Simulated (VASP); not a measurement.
Wanted: the native input for a VASP 6.6.1 run.

| Item | Value |
| --- | --- |
| Task | single point |
| Functional | r2SCAN |
| Potentials or basis | VASP PAW PBE potentials, release 64 (Al, Ga_d, N) |
| Cutoff | 520 eV |
| k mesh | 6 × 8 × 4 |
| Occupations | gaussian, width 0.05 eV |
| Spin | no spin polarisation |
| Dipole correction | no |
| Further INCAR settings | ALGO = Normal; EDIFF = 1e-06; NBANDS = 41 |

Crystal: AlGa3N4.

```
Al Ga N
1.0
     5.13892    0.00000    0.00002
     0.00000    3.16341    0.00000
    -0.00369    0.00000    5.68238
Al Ga N
1 3 4
Direct
  0.00058 0.50000 0.66730
  0.49917 0.50000 0.33506
  0.49925 0.00000 0.83146
  0.99986 0.00000 0.16619
  0.11941 0.50000 0.34060
  0.11733 0.00000 0.82593
  0.62024 0.00000 0.16619
  0.63175 0.50000 0.66727
```

This cell differs from its parent crystal: strain +0.0375 x Voigt [0, 0, 1, 0, 0, 0].

The input as run:

POSCAR

```
AlGa3N4
1.0
    5.1389202027      0.0000000000      0.0000178316
    0.0000000000      3.1634143065      0.0000000000
   -0.0036943801      0.0000000000      5.6823818752
Al Ga N
1 3 4
Direct
    0.0005828856      0.5000000000      0.6672982355
    0.4991712867      0.5000000000      0.3350606990
    0.4992511921      0.0000000000      0.8314570702
    0.9998609978      0.0000000000      0.1661913850
    0.1194130437      0.5000000000      0.3406010341
    0.1173310430      0.0000000000      0.8259310374
    0.6202395493      0.0000000000      0.1661937142
    0.6317500118      0.5000000000      0.6672678245
```

INCAR.step1

```
SYSTEM = AlGa3N4
  ALGO = Normal
  EDIFF = 1E-4
  ENCUT = 520
  GGA = PE
  ISMEAR = 0
  LASPH = .True.
  LCHARG = .False.
  LREAL = .False.
  LWAVE = .True.
  NBANDS = 41
  NELM = 60
  PREC = Accurate
  SIGMA = 0.05
```

INCAR.step2

```
SYSTEM = AlGa3N4
  ALGO = Normal
  EDIFF = 1E-6
  ENCUT = 520
  ISIF = 2
  ISMEAR = 0
  ISTART = 1
  LASPH = .True.
  LCHARG = .True.
  LELF = .True.
  LMIXTAU = .True.
  LREAL = .False.
  LVHAR = .True.
  LWAVE = .False.
  METAGGA = R2SCAN
  NBANDS = 41
  NELM = 60
  PREC = Accurate
  SIGMA = 0.05
```

KPOINTS

```
k-points
0
Gamma
  6 8 4
  0 0 0
```

Potentials or basis: VASP PAW PBE potentials, release 64 (Al, Ga_d, N).

Run with:

```sh
$ cat potpaw_PBE.64/Al/POTCAR potpaw_PBE.64/Ga_d/POTCAR potpaw_PBE.64/N/POTCAR > POTCAR
$ cp INCAR.step1 INCAR
$ mpirun -np 1 vasp_std > vasp.out
$ cp INCAR.step2 INCAR
$ mpirun -np 1 vasp_std > vasp.out
```

Results of the run:

| Item | Value |
| --- | --- |
| Pressure | -6.0 GPa |
| Largest force | 0.399 eV/Å |
| Band gap on the k mesh | 2.55 eV |

Caveat: the cell differs from its parent crystal (strain +0.0375 x Voigt [0, 0, 1, 0, 0, 0]); the stress differs along the axes, from -14 to -2 GPa; the PAW data sets were made with another functional, which shifts forces and pressure a little.

Wall time 17 min on 1 thread of Oxide Virtual Turin-like Processor (shared host), peak memory 0.32 GiB.
